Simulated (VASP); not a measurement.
# Al (Im-3m) in VASP: notebook, part 2 of 2

VASP 6.6.1. The steps go on from the part before.

### 3 Single point, PBE (volume scaled by 0.5)

INCAR

```
SYSTEM = Al
ALGO     = Normal         ! electronic algorithm
EDIFF    = 1E-6           ! SCF threshold, eV
ENCUT    = 520            ! plane-wave cutoff, eV
GGA      = PE             ! functional
ISIF     = 2              ! what is computed and relaxed
ISMEAR   = -1             ! smearing method
LASPH    = .True.         ! aspherical terms in the spheres
LCHARG   = .True.         ! write CHGCAR
LELF     = .True.         ! ELF
LREAL    = .False.        ! projectors in reciprocal space
LVHAR    = .True.       
LWAVE    = .False.        ! write WAVECAR
NBANDS   = 8              ! bands
NELM     = 80             ! most SCF steps
PREC     = Accurate       ! precision mode
SIGMA    = 0.1            ! smearing width, eV
```

KPOINTS

```
k-points
0
Gamma
  18 18 18
  0 0 0
```

POSCAR

```
Al
1.0
   -1.2840965743      1.2840965743      1.2840965743
    1.2840965743     -1.2840965743      1.2840965743
    1.2840965743      1.2840965743     -1.2840965743
Al
1
Direct
    0.0000000000      0.0000000000      0.0000000000
```

Potentials or basis: VASP PAW PBE potentials, release 64 (Al).

Command:

```sh
> cat potpaw_PBE.64/Al/POTCAR > POTCAR
> mpirun -np 1 vasp_std > vasp.out
```

OUTCAR:

```text
SYSTEM = Al
   EDIFF = 1E-6
   ENCUT = 520
   GGA = PE
   ISIF = 2
   ISMEAR = -1
   LASPH = .True.
   LREAL = .False.
   NELM = 80
   PREC = Accurate

 ion  position               nearest neighbor table
   1  0.000  0.000  0.000-

  LATTYP: Found a body centered cubic cell.
 ALAT       =     2.5681931486

  Lattice vectors:

 A1 = (  -1.2840965743,   1.2840965743,   1.2840965743)
 A2 = (   1.2840965743,  -1.2840965743,   1.2840965743)
 A3 = (   1.2840965743,   1.2840965743,  -1.2840965743)

Analysis of symmetry for initial positions (statically):
=====================================================================
 Subroutine PRICEL returns:
 Original cell was already a primitive cell.

 Routine SETGRP: Setting up the symmetry group for a
 body centered cubic supercell.

 Subroutine GETGRP returns: Found 48 space group operations
 (whereof 48 operations were pure point group operations)
 out of a pool of 48 trial point group operations.

The static configuration has the point symmetry O_h .

Analysis of symmetry for dynamics (positions and initial velocities):
=====================================================================
 Subroutine PRICEL returns:
 Original cell was already a primitive cell.

 Routine SETGRP: Setting up the symmetry group for a
 body centered cubic supercell.

 Subroutine GETGRP returns: Found 48 space group operations
 (whereof 48 operations were pure point group operations)
 out of a pool of 48 trial point group operations.

The dynamic configuration has the point symmetry O_h .

 Subroutine INISYM returns: Found 48 space group operations
 (whereof 48 operations are pure point group operations),
 and found     1 'primitive' translations

----------------------------------------------------------------------------------------

                                     Primitive cell

  volume of cell :       8.4694

[... 101 lines left out ...]
   ISMEAR =    -1;   SIGMA  =   0.10  broadening in eV -4-tet -1-fermi 0-gaus
   EFERMI_NEDOS =   21; number of points for ismear=-14 and -15
   IALGO  =     38    algorithm
   IMIX   =      4    mixing-type and parameters
     AMIX     =   0.40;   BMIX     =  1.00
     AMIX_MAG =   1.60;   BMIX_MAG =  1.00
  volume/ion in A,a.u.               =       8.47        57.15
  Fermi-wavevector in a.u.,A,eV,Ry     =   1.158326  2.188919 18.255205  1.341720
  Thomas-Fermi vector in A             =   2.294929
   LORBIT       =      0    0 simple, 1 ext, 2 COOP (PROOUT), +10 PAW based schemes
   GGA     = PE    functional components
   LHFCALC =     F    Hartree Fock is set to
   AEXX    =    0.0000 exact exchange contribution
   IVDW    =     0    specifies the selected vdW correction
   LEPSILON=     F    determine dielectric tensor
   LRPA    =     F    only Hartree local field effects (RPA)
 non-spin polarized calculation
  energy-cutoff  :      520.00
  volume of cell :        8.47
 maximum number of plane-waves:       236
 NGX is ok and might be reduce to    18
   NGX =  9   NGY =  9   NGZ =  9

 number of electron       3.0000000 magnetization

 Free energy of the ion-electron system (eV)
  ---------------------------------------------------
  ext. energy  EPLUGINS =         0.00000000
  ---------------------------------------------------
  free energy    TOTEN  =        -0.69543222 eV

  energy without entropy =       -0.68680168  energy(sigma->0) =       -0.69111695

 E-fermi :  16.9375     XC(G=0): -12.9090

 val. band max:       16.9079943315   @ k =   0.2222   0.2222   0.1111
 cond. band min:      16.9463003800   @ k =  -0.3889   0.4444   0.2222
 fundamental gap:      0.0383060484
 Fermi energy:        16.9374612187

 k-point     1 :       0.0000    0.0000    0.0000
  band No.  band energies     occupation
      1       0.5713      2.00000
      2      35.2058      0.00000
      3      35.2058      0.00000
      4      35.2058      0.00000
      5      39.5903      0.00000
      6      39.5903      0.00000
      7      42.4480      0.00000
      8      42.4480      0.00000
[... 243 lines left out ...]
 k-point    24 :       0.3889    0.1111    0.0000
  band No.  band energies     occupation
      1       9.1476      2.00000
      2      13.9726      2.00000
      3      24.3367      0.00000
      4      31.1965      0.00000
      5      34.3560      0.00000
      6      39.5230      0.00000
      7      44.8102      0.00000
      8      50.5207      0.00000

 [... further k-points ...]
[... 5 lines left out ...]
  --------------------------------------------------------------------------------------
  -------------------------------------------------------------------------------------
  Total       10.7252200     10.7252200     10.7252200     -0.0000000     -0.0000000      0.0000000
  in kB     2028.9144724   2028.9144724   2028.9144724     -0.0000000     -0.0000000      0.0000000
  external PRESSURE =    2028.9144724 kB  Pullay stress =       0.0000000 kB

 VOLUME and BASIS-vectors are now :
 -----------------------------------------------------------------------------
  energy-cutoff  :      520.00
  volume of cell :        8.47
      direct lattice vectors                 reciprocal lattice vectors
    -1.284096574  1.284096574  1.284096574     0.000000000  0.389378813  0.389378813
     1.284096574 -1.284096574  1.284096574     0.389378813  0.000000000  0.389378813
     1.284096574  1.284096574 -1.284096574     0.389378813  0.389378813  0.000000000

 POSITION                                       TOTAL-FORCE (eV/Angst)
 -----------------------------------------------------------------------------------
      0.00000      0.00000      0.00000        -0.000000      0.000000      0.000000
 -----------------------------------------------------------------------------------
    total drift:                                0.000000      0.000000      0.000000

  FREE ENERGIE OF THE ION-ELECTRON SYSTEM (eV)
  ---------------------------------------------------
  free  energy   TOTEN  =        -0.6954322209 eV

  energy  without entropy=       -0.6868016771  energy(sigma->0) =       -0.69111695
```

OSZICAR:

```text
N       E                     dE             d eps       ncg     rms          rms(c)
DAV:   1     0.135210389972E+01    0.13521E+01   -0.10986E+03  3160   0.226E+02
DAV:   2    -0.817338613417E+00   -0.21694E+01   -0.20888E+01  4808   0.257E+01
DAV:   3    -0.821613265128E+00   -0.42747E-02   -0.42728E-02  3648   0.133E+00
DAV:   4    -0.821618915007E+00   -0.56499E-05   -0.56521E-05  5048   0.386E-02
DAV:   5    -0.821618920312E+00   -0.53045E-08   -0.44056E-08  3712   0.523E-04    0.365E+00
DAV:   6    -0.743667869202E+00    0.77951E-01   -0.14914E-03  3720   0.259E-01    0.205E+00
DAV:   7    -0.695537023388E+00    0.48131E-01   -0.60826E-03  3480   0.488E-01    0.544E-01
DAV:   8    -0.695829452692E+00   -0.29243E-03   -0.18582E-04  4304   0.956E-02    0.562E-01
DAV:   9    -0.695432176982E+00    0.39728E-03   -0.72628E-05  3816   0.598E-02    0.476E-03
DAV:  10    -0.695432220938E+00   -0.43956E-07   -0.24273E-07  4472   0.399E-03
   1 F= -.69543222E+00 E0= -.69111695E+00  d E =-.863054E-02
```

It took 7.3 s on 1 thread of Intel Xeon Platinum 8488C (Sapphire Rapids), shared host; peak memory 0.12 GiB.

What came out:

```
Free energy : -0.6954 eV
Pressure    : 202.9 GPa
```

### 4 Single point, PBE (volume scaled by 0.58)

INCAR

```
SYSTEM = Al
PREC = Accurate
ENCUT = 520
EDIFF = 1E-6
ISMEAR = -1
SIGMA = 0.1
LREAL = .FALSE.
LASPH = .TRUE.
NELM = 100
ALGO = Normal
ISIF = 2
LWAVE = .FALSE.
LCHARG = .TRUE.
GGA = PE
LELF = .TRUE.
LVHAR = .TRUE.
NBANDS = 8
```

KPOINTS

```
Automatic mesh
0
G
  18 18 18
  0 0 0
```

POSCAR

```
Al
1.0
   -1.3492228380      1.3492228380      1.3492228380
    1.3492228380     -1.3492228380      1.3492228380
    1.3492228380      1.3492228380     -1.3492228380
Al
1
Direct
    0.0000000000      0.0000000000      0.0000000000
```

Command:

```sh
> cat potpaw_PBE.64/Al/POTCAR > POTCAR
> mpirun -np 1 vasp_std > vasp.out
```

Wall time 8.2 s (1 thread of Intel Xeon Platinum 8488C (Sapphire Rapids), shared host); peak memory 0.12 GiB.

The run converged. Its results:

* Free energy: -2.0190 eV
* Pressure: 118.1 GPa

Levels at points of the mesh, in eV from the Fermi level:
```tsv
k point	band 1	band 2	band 3	band 4	band 5
(0.00, 0.00, 0.00)	-15.17	16.94	16.94	16.94	20.98
(0.50, 0.00, 0.00)	-6.35	-4.62	9.61	13.37	14.15
(0.50, 0.50, 0.50)	1.88	1.88	3.28	3.28	3.28
```

### 5 Single point, PBE (volume scaled by 0.68)

INCAR

```
ALGO     = Normal         # electronic algorithm
EDIFF    = 1E-6           # SCF threshold, eV
ENCUT    = 520            # plane-wave cutoff, eV
GGA      = PE             # functional
ISIF     = 2              # what is computed and relaxed
ISMEAR   = -1             # smearing method
LASPH    = T              # aspherical terms in the spheres
LCHARG   = F              # write CHGCAR
LREAL    = F              # projectors in reciprocal space
LWAVE    = F              # write WAVECAR
NBANDS   = 8              # bands
NELM     = 100            # most SCF steps
PREC     = Accurate       # precision mode
SIGMA    = 0.1            # smearing width, eV
```

KPOINTS

```
k-points
0
Gamma
  18 18 18
```

POSCAR

```
Al
1.0
   -1.4226912381      1.4226912381      1.4226912381
    1.4226912381     -1.4226912381      1.4226912381
    1.4226912381      1.4226912381     -1.4226912381
Al
1
Direct
    0.0000000000      0.0000000000      0.0000000000
```

Command:

```sh
> cat potpaw_PBE.64/Al/POTCAR > POTCAR
> mpirun -np 1 vasp_std > vasp.out
```

Run time: 7.8 s. Hardware: 1 thread of Intel Xeon Platinum 8488C (Sapphire Rapids), shared host; peak memory 0.12 GiB.

The run converged. Its results:

```
Free energy : -2.9294 eV
Pressure    : 60.3 GPa
```

Levels at points of the mesh, in eV from the Fermi level:
| k point | band 1 | band 2 | band 3 | band 4 |
| --- | --- | --- | --- | --- |
| (0.00, 0.00, 0.00) | -13.89 | 15.66 | 15.66 | 15.66 |
| (0.50, 0.00, 0.00) | -5.76 | -4.38 | 9.14 | 11.44 |
| (0.50, 0.50, 0.50) | 2.26 | 2.26 | 2.67 | 2.67 |

### 6 Single point, PBE (volume scaled by 0.68)

INCAR

```
SYSTEM = Al
PREC = Accurate ; ENCUT = 520
EDIFF = 1E-6 ; ISMEAR = -1
SIGMA = 0.1 ; LREAL = .False.
LASPH = .True. ; NELM = 100
ALGO = Normal ; ISIF = 2
LWAVE = .False. ; LCHARG = .False.
GGA = PE ; NBANDS = 8
```

KPOINTS

```
Automatic mesh
0
Gamma
  18 18 18
  0 0 0
```

POSCAR is that of step 5.

Potentials or basis: VASP PAW PBE potentials, release 64 (Al).

Command:

```sh
> cat potpaw_PBE.64/Al/POTCAR > POTCAR
> mpirun -np 1 vasp_std > vasp.out
```

Run time: 7.5 s. Hardware: 1 thread of Intel Xeon Platinum 8488C (Sapphire Rapids), shared host; peak memory 0.12 GiB.

It converged, with:

```
Free energy : -2.9294 eV
Pressure    : 60.3 GPa
```

Levels at points of the mesh, in eV from the Fermi level:
| k point | band 1 | band 2 | band 3 | band 4 | band 5 | band 6 |
| --- | --- | --- | --- | --- | --- | --- |
| (0.00, 0.00, 0.00) | -13.89 | 15.66 | 15.66 | 15.66 | 19.37 | 19.37 |
| (0.50, 0.00, 0.00) | -5.76 | -4.38 | 9.14 | 11.44 | 12.71 | 14.95 |
| (0.50, 0.50, 0.50) | 2.26 | 2.26 | 2.67 | 2.67 | 2.67 | 10.76 |

### 7 Summary

```tsv
cell	gap on the mesh (eV)	pressure (GPa)
a = 2.224 Å, angles 109.5°, 1 atom	none	202.9
a = 2.337 Å, angles 109.5°, 1 atom	none	118.1
a = 2.464 Å, angles 109.5°, 1 atom	none	60.3
```

Alike in all rows: task single point; level PBE; potentials or basis VASP PAW PBE potentials, release 64 (Al); no spin polarisation; k mesh 18 × 18 × 18; cutoff (eV) 520; smearing fermi-dirac 0.1 eV.

Total energies depend on the potentials used, so only differences within one code and one set of settings carry meaning.
